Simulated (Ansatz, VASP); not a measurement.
# SiO2: VASP beside Ansatz

```xyz
12
Lattice="4.9860 0.0000 0.0000 0.0000 4.9860 0.0000 0.0000 0.0000 6.9770" Properties=species:S:1:pos:R:3 pbc="T T T"
Si    1.5115    1.5115    0.0000
Si    0.9815    4.0045    1.7443
Si    3.4745    3.4745    3.4885
Si    4.0045    0.9815    5.2328
O     1.1849    0.5618    1.2772
O     1.9312    3.6779    3.0215
O     3.8011    4.4242    4.7657
O     3.0548    1.3081    6.5100
O     3.6779    1.9312    3.9555
O     4.4242    3.8011    2.2113
O     1.3081    3.0548    0.4670
O     0.5618    1.1849    5.6998
```

Alike in both runs: functional PBE; k mesh 5 × 5 × 4; occupations fermi-dirac, width 0.02 eV; no spin polarisation.

Ansatz relaxed the structure, and its values are those at the end. VASP's run is a single point on that final structure, the one shown.

```csv
,VASP,Ansatz
version,VASP 6.6.1,Ansatz 0.2.0
potentials or method,"VASP PAW PBE potentials, release 64 (Si, O)","plane-wave PAW, scalar-relativistic"
plane-wave cutoff (eV),520,420
valence electrons in the cell,64,64
```

Ansatz gave:

```
gap on the k mesh at the Fermi level (eV) : 5.61
pressure (GPa)                            : 1.1
rms of the force components (eV/Å)        : 0.012
```

Q: What did VASP give for the same quantities?

A: gap on the k mesh at the Fermi level (eV): 5.61; pressure (GPa): 1.2; rms of the force components (eV/Å): 0.018.

Ansatz's warnings: stress scf threshold loose.
